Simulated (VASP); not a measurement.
# TiAl (Cmcm) in VASP: single point with PBE

Aim: the single point of TiAl with PBE.

All numbers are computed with VASP 6.6.1; they aren't measurements. Logs are shortened: lines on timing, memory, paths and dates and some standing lists are left out, and cuts for length are marked.

### 1 The cell of the first run

It takes space group Cmcm (No. 63, orthorhombic). Conventional cell: a = 3.014 Å, b = 10.496 Å, c = 4.185 Å, α = 90.00°, β = 90.00°, γ = 90.00°. Ti (site symmetry m2m) has 7 Al at 2.73 to 2.94 Å and 6 Ti at 3.01 to 3.10 Å within 3.6 Å. Al (site symmetry m2m) has 4 Al at 2.59 to 3.01 Å and 7 Ti at 2.73 to 2.94 Å within 3.4 Å.

### 2 Single point, PBE

File INCAR:

```
SYSTEM = TiAl
PREC = Accurate
ENCUT = 520
EDIFF = 1E-7
ISMEAR = 0
SIGMA = 0.1
LREAL = .FALSE.
LASPH = .TRUE.
NELM = 60
ALGO = Fast
ISIF = 2
LWAVE = .FALSE.
LCHARG = .FALSE.
GGA = PE
NBANDS = 23
```

File KPOINTS:

```
Automatic mesh
0
G
  16 16 12
  0 0 0
```

File POSCAR:

```
TiAl
1.0
    1.5071561821     -5.2479892020      0.0000000000
    1.5071561821      5.2479892020      0.0000000000
    0.0000000000      0.0000000000      4.1851090444
Ti Al
2 2
Direct
    0.8322316652      0.1677683348      0.7500000000
    0.1677683348      0.8322316652      0.2500000000
    0.5725786241      0.4274213759      0.7500000000
    0.4274213759      0.5725786241      0.2500000000
```

Potentials or basis: VASP PAW PBE potentials, release 64 (Ti_sv, Al).

Started as:

```console
$ cat potpaw_PBE.64/Ti_sv/POTCAR potpaw_PBE.64/Al/POTCAR > POTCAR
$ mpirun -np 1 vasp_std > vasp.out
```

OUTCAR:

```text
SYSTEM = TiAl
   PREC = Accurate
   ENCUT = 520
   EDIFF = 1E-7
   ISMEAR = 0
   LREAL = .FALSE.
   LASPH = .TRUE.
   NELM = 60
   ISIF = 2
   GGA = PE

 ion  position               nearest neighbor table
   1  0.832  0.168  0.750-   3 2.73   4 2.77   4 2.77   4 2.77   4 2.77   3 2.94   3 2.94
   2  0.168  0.832  0.250-   4 2.73   3 2.77   3 2.77   3 2.77   3 2.77   4 2.94   4 2.94
   3  0.573  0.427  0.750-   4 2.59   4 2.59   1 2.73   2 2.77   2 2.77   2 2.77   2 2.77   1 2.94
                             1 2.94
   4  0.427  0.573  0.250-   3 2.59   3 2.59   2 2.73   1 2.77   1 2.77   1 2.77   1 2.77   2 2.94
                             2 2.94

  LATTYP: Found a base centered orthorhombic cell.
 ALAT       =     3.0143123642
 B/A-ratio  =     3.4820473580
 C/A-ratio  =     1.3884125262

  Lattice vectors:

 A1 = (   1.5071561821,  -5.2479892020,   0.0000000000)
 A2 = (   1.5071561821,   5.2479892020,   0.0000000000)
 A3 = (   0.0000000000,   0.0000000000,   4.1851090444)

Analysis of symmetry for initial positions (statically):
=====================================================================
 Subroutine PRICEL returns:
 Original cell was already a primitive cell.

 Routine SETGRP: Setting up the symmetry group for a
 base centered orthorhombic supercell.

 Subroutine GETGRP returns: Found  8 space group operations
 (whereof  4 operations were pure point group operations)
 out of a pool of  8 trial point group operations.

The static configuration has the point symmetry C_2h.
 The point group associated with its full space group is D_2h.

Analysis of symmetry for dynamics (positions and initial velocities):
=====================================================================
 Subroutine PRICEL returns:
 Original cell was already a primitive cell.

 Routine SETGRP: Setting up the symmetry group for a
 base centered orthorhombic supercell.

 Subroutine GETGRP returns: Found  8 space group operations
 (whereof  4 operations were pure point group operations)
 out of a pool of  8 trial point group operations.

The dynamic configuration has the point symmetry C_2h.
 The point group associated with its full space group is D_2h.

 Subroutine INISYM returns: Found  8 space group operations
 (whereof  4 operations are pure point group operations),
 and found     1 'primitive' translations

----------------------------------------------------------------------------------------

                                     Primitive cell

  volume of cell :      66.2046

  direct lattice vectors                    reciprocal lattice vectors
     1.507156182 -5.247989202  0.000000000     0.331750621 -0.095274586  0.000000000
     1.507156182  5.247989202  0.000000000     0.331750621  0.095274586  0.000000000
     0.000000000  0.000000000  4.185109044     0.000000000  0.000000000  0.238942400

  length of vectors
     5.460120001  5.460120001  4.185109044     0.345160429  0.345160429  0.238942400

  position of ions in fractional coordinates (direct lattice)
     0.832231665  0.167768335  0.750000000
     0.167768335  0.832231665  0.250000000
     0.572578624  0.427421376  0.750000000
     0.427421376  0.572578624  0.250000000

  ion indices of the primitive-cell ions
   primitive index   ion index
                 1           1
                 2           2
                 3           3
                 4           4

----------------------------------------------------------------------------------------

 KPOINTS: Automatic mesh

Automatic generation of k-mesh.
 Grid dimensions read from file:
 generate k-points for:   16   16   12

 Generating k-lattice:

  Cartesian coordinates                     Fractional coordinates (reciprocal lattice)
     0.020734414 -0.005954662  0.000000000     0.062500000  0.000000000  0.000000000
     0.020734414  0.005954662  0.000000000     0.000000000  0.062500000  0.000000000
     0.000000000  0.000000000  0.019911867     0.000000000  0.000000000  0.083333333

  Length of vectors
     0.021572527  0.021572527  0.019911867

  Shift w.r.t. Gamma in fractional coordinates (k-lattice)
     0.000000000  0.000000000  0.000000000

 Subroutine IBZKPT returns following result:
 ===========================================

 Found    511 irreducible k-points:

 Following reciprocal coordinates:
            Coordinates               Weight
  0.000000  0.000000  0.000000      1.000000
  0.062500 -0.000000  0.000000      4.000000
  0.125000 -0.000000  0.000000      4.000000
  0.187500  0.000000  0.000000      4.000000
  0.250000 -0.000000  0.000000      4.000000
  0.312500 -0.000000  0.000000      4.000000
[... 16 lines left out ...]
 -0.125000  0.062500  0.000000      4.000000
 -0.062500  0.062500  0.000000      2.000000
 [... further k-points ...]
   k-points           NKPTS =    511   k-points in BZ     NKDIM =    511   number of bands    NBANDS=     23
   number of dos      NEDOS =    301   number of ions     NIONS =      4
   total plane-waves  NPLWV =  56448
   dimension x,y,z NGX =    42 NGY =   42 NGZ =   32
   dimension x,y,z NGXF=    84 NGYF=   84 NGZF=   64
   ions per type =               2   2
   NGX,Y,Z   is equivalent  to a cutoff of  12.79, 12.79, 12.71 a.u.
   NGXF,Y,Z  is equivalent  to a cutoff of  25.58, 25.58, 25.42 a.u.
 SYSTEM =  TiAl
   PREC   = accura    normal or accurate (medium, high low for compatibility)
   ISTART =      0    job   : 0-new  1-cont  2-samecut
   ICHARG =      2    charge: 1-file 2-atom 10-const
   ISPIN  =      1    spin polarized calculation?
   LNONCOLLINEAR =      F non collinear calculations
   LSORBIT =      F    spin-orbit coupling
   LASPH  =      T    aspherical Exc in radial PAW
   ENCUT  =  520.0 eV  38.22 Ry    6.18 a.u.  10.15 10.15  7.78*2*pi/ulx,y,z
   NELM   =     60;   NELMIN=  2; NELMDL= -5     # of ELM steps
   EDIFF  = 0.1E-06   stopping-criterion for ELM
   LREAL  =      F    real-space projection
   EDIFFG = 0.1E-05   stopping-criterion for IOM
   NSW    =      0    number of steps for IOM
   IBRION =     -1    ionic relax: 0-MD 1-quasi-New 2-CG
   NFREE  =      0    steps in history (QN), initial steepest desc. (CG)
   ISIF   =      2    stress and relaxation
   ISYM   =      2    0-nonsym 1-usesym 2-fastsym
   POTIM  = 0.5000    time-step for ionic-motion
   TEBEG  =    0.0;   TEEND  =   0.0 temperature during run
   PSTRESS=    0.0 pullay stress
   NELECT =      30.0000    total number of electrons
   NUPDOWN=      -1.0000    fix difference up-down
   EMIN   =  10.00;   EMAX   =-10.00  energy-range for DOS
   EFERMI =   0.00;   METHOD = LEGACY
   ISMEAR =     0;   SIGMA  =   0.10  broadening in eV -4-tet -1-fermi 0-gaus
   EFERMI_NEDOS =   21; number of points for ismear=-14 and -15
   IALGO  =     68    algorithm
   IMIX   =      4    mixing-type and parameters
     AMIX     =   0.40;   BMIX     =  1.00
     AMIX_MAG =   1.60;   BMIX_MAG =  1.00
  volume/ion in A,a.u.               =      16.55       111.69
  Fermi-wavevector in a.u.,A,eV,Ry     =   1.257436  2.376210 21.512791  1.581146
  Thomas-Fermi vector in A             =   2.391095
   LORBIT       =      0    0 simple, 1 ext, 2 COOP (PROOUT), +10 PAW based schemes
   GGA     = PE    functional components
   LHFCALC =     F    Hartree Fock is set to
   AEXX    =    0.0000 exact exchange contribution
   IVDW    =     0    specifies the selected vdW correction
   LEPSILON=     F    determine dielectric tensor
   LRPA    =     F    only Hartree local field effects (RPA)
 non-spin polarized calculation
 RMM-DIIS sequential band-by-band and
 Gauss-broadening in eV      SIGMA  =   0.10
  energy-cutoff  :      520.00
  volume of cell :       66.20
 maximum number of plane-waves:      1812
 NGX is ok and might be reduce to    42
   NGX = 21   NGY = 21   NGZ = 15

 number of electron      29.9999996 magnetization

 Free energy of the ion-electron system (eV)
  ---------------------------------------------------
  ext. energy  EPLUGINS =         0.00000000
  ---------------------------------------------------
  free energy    TOTEN  =       -24.58149711 eV

  energy without entropy =      -24.56701745  energy(sigma->0) =      -24.57425728

 E-fermi :   7.9697     XC(G=0): -10.9551

 val. band max:        7.9659461617   @ k =   0.3750   0.0625   0.0000
 cond. band min:       7.9701612752   @ k =   0.3125   0.0625   0.0000
 fundamental gap:      0.0042151136
 Fermi energy:         7.9697280208

 k-point     1 :       0.0000    0.0000    0.0000
  band No.  band energies     occupation
      1     -48.7597      2.00000
      2     -48.7228      2.00000
      3     -25.1203      2.00000
      4     -25.0707      2.00000
      5     -24.9757      2.00000
      6     -24.9694      2.00000
[... 15 lines left out ...]
     22      10.3584      0.00000
     23      11.6612      0.00000

 k-point     2 :       0.0625   -0.0000    0.0000
  band No.  band energies     occupation
      1     -48.7583      2.00000
      2     -48.7222      2.00000
      3     -25.1177      2.00000
      4     -25.0691      2.00000
      5     -24.9765      2.00000
      6     -24.9698      2.00000
[... 15 lines left out ...]
     22      10.4833      0.00000
     23      11.7157      0.00000

 k-point     3 :       0.1250   -0.0000    0.0000
  band No.  band energies     occupation
      1     -48.7545      2.00000
      2     -48.7204      2.00000
      3     -25.1104      2.00000
      4     -25.0645      2.00000
      5     -24.9796      2.00000
      6     -24.9710      2.00000
[... 15 lines left out ...]
     22      10.8029      0.00000
     23      11.8651      0.00000

 k-point     4 :       0.1875    0.0000    0.0000
  band No.  band energies     occupation
      1     -48.7486      2.00000
      2     -48.7179      2.00000
      3     -25.0988      2.00000
      4     -25.0581      2.00000
      5     -24.9871      2.00000
      6     -24.9733      2.00000
[... 15 lines left out ...]
     22      11.2197      0.00000
     23      12.0702      0.00000

 k-point     5 :       0.2500   -0.0000    0.0000
  band No.  band energies     occupation
      1     -48.7413      2.00000
      2     -48.7152      2.00000
      3     -25.0840      2.00000
      4     -25.0521      2.00000
      5     -25.0032      2.00000
      6     -24.9772      2.00000
[... 15 lines left out ...]
     22      11.9159      0.00000
     23      12.3003      0.00000

 k-point     6 :       0.3125   -0.0000    0.0000
  band No.  band energies     occupation
      1     -48.7335      2.00000
      2     -48.7130      2.00000
      3     -25.0672      2.00000
      4     -25.0508      2.00000
      5     -25.0288      2.00000
      6     -24.9832      2.00000
[... 15 lines left out ...]
     22      11.8919      0.00000
     23      12.2966      0.00000

 k-point     7 :       0.3750    0.0000    0.0000
  band No.  band energies     occupation
      1     -48.7261      2.00000
      2     -48.7119      2.00000
      3     -25.0594      2.00000
      4     -25.0558      2.00000
      5     -25.0495      2.00000
      6     -24.9916      2.00000
[... 353 lines left out ...]
     22      11.8914      0.00000
     23      12.2024      0.00000

 k-point    21 :      -0.2500    0.0625    0.0000
  band No.  band energies     occupation
      1     -48.7485      2.00000
      2     -48.7179      2.00000
      3     -25.0985      2.00000
      4     -25.0571      2.00000
      5     -24.9883      2.00000
      6     -24.9736      2.00000
[... 15 lines left out ...]
     22      11.2840      0.00000
     23      12.0239      0.00000

 k-point    22 :      -0.1875    0.0625    0.0000
  band No.  band energies     occupation
      1     -48.7544      2.00000
      2     -48.7204      2.00000
      3     -25.1101      2.00000
      4     -25.0637      2.00000
      5     -24.9806      2.00000
      6     -24.9712      2.00000
[... 15 lines left out ...]
     22      10.8499      0.00000
     23      11.8551      0.00000

 k-point    23 :      -0.1250    0.0625    0.0000
  band No.  band energies     occupation
      1     -48.7583      2.00000
      2     -48.7222      2.00000
      3     -25.1176      2.00000
      4     -25.0685      2.00000
      5     -24.9772      2.00000
      6     -24.9700      2.00000
[... 15 lines left out ...]
     22      10.5001      0.00000
     23      11.7231      0.00000

 k-point    24 :      -0.0625    0.0625    0.0000
  band No.  band energies     occupation
      1     -48.7597      2.00000
      2     -48.7228      2.00000
      3     -25.1202      2.00000
      4     -25.0704      2.00000
      5     -24.9761      2.00000
      6     -24.9695      2.00000
[... 15 lines left out ...]
     22      10.3619      0.00000
     23      11.6678      0.00000

 [... further k-points ...]

------------------------ aborting loop because EDIFF is reached ----------------------------------------

  FORCE on cell =-STRESS in cart. coord.  units (eV):
  Direction    XX          YY          ZZ          XY          YZ          ZX
  --------------------------------------------------------------------------------------
  -------------------------------------------------------------------------------------
  Total       -0.0110817     -0.0063740     -0.0158189      0.0000000     -0.0000000      0.0000000
  in kB       -0.2681822     -0.1542523     -0.3828246      0.0000000     -0.0000000      0.0000000
  external PRESSURE =      -0.2684197 kB  Pullay stress =       0.0000000 kB

 VOLUME and BASIS-vectors are now :
 -----------------------------------------------------------------------------
  energy-cutoff  :      520.00
  volume of cell :       66.20
      direct lattice vectors                 reciprocal lattice vectors
     1.507156182 -5.247989202  0.000000000     0.331750621 -0.095274586  0.000000000
     1.507156182  5.247989202  0.000000000     0.331750621  0.095274586  0.000000000
     0.000000000  0.000000000  4.185109044     0.000000000  0.000000000  0.238942400

 POSITION                                       TOTAL-FORCE (eV/Angst)
 -----------------------------------------------------------------------------------
      1.50716     -3.48710      3.13883         0.000000      0.000848     -0.000000
      1.50716      3.48710      1.04628         0.000000     -0.000848      0.000000
      1.50716     -0.76178      3.13883         0.000000      0.005445      0.000000
      1.50716      0.76178      1.04628         0.000000     -0.005445      0.000000
 -----------------------------------------------------------------------------------
    total drift:                               -0.000000     -0.000000     -0.000000

  FREE ENERGIE OF THE ION-ELECTRON SYSTEM (eV)
  ---------------------------------------------------
  free  energy   TOTEN  =       -24.5814971098 eV

  energy  without entropy=      -24.5670174524  energy(sigma->0) =      -24.57425728
```

Run time: 32 min. Hardware: 1 thread of Intel Xeon 6975P-C (Granite Rapids), shared host; peak memory 0.76 GiB.

What came out:

```
Free energy            : -24.5815 eV
Pressure               : 0.0 GPa
Largest force          : 0.005 eV/Å
Band gap on the k mesh : zero (band 15 reaches 8.77 eV, above the bottom of band 16 at 7.39 eV)
```

Forces in eV/Å, atoms in the order of the input:
```
Ti   0.000  0.001  0.000
Ti   0.000 -0.001  0.000
Al   0.000  0.005  0.000
Al   0.000 -0.005  0.000
```

Levels at points of the mesh, in eV from the Fermi level:
```csv
k point,band 13,band 14,band 15,band 16,band 17,band 18
"(0.00, 0.00, 0.00)",-1.58,0.08,0.44,0.78,1.31,1.54
"(0.50, 0.00, 0.00)",-1.56,-1.00,-0.57,-0.06,0.79,1.00
"(0.50, 0.50, 0.00)",-1.07,-0.66,0.26,1.17,1.47,1.59
"(0.00, 0.00, 0.50)",-1.44,-1.44,0.80,0.80,1.15,1.15
"(0.50, 0.00, 0.50)",-1.80,-1.80,-0.35,-0.35,1.39,1.39
"(0.50, 0.50, 0.50)",-0.32,-0.32,0.68,0.68,1.34,1.34
```
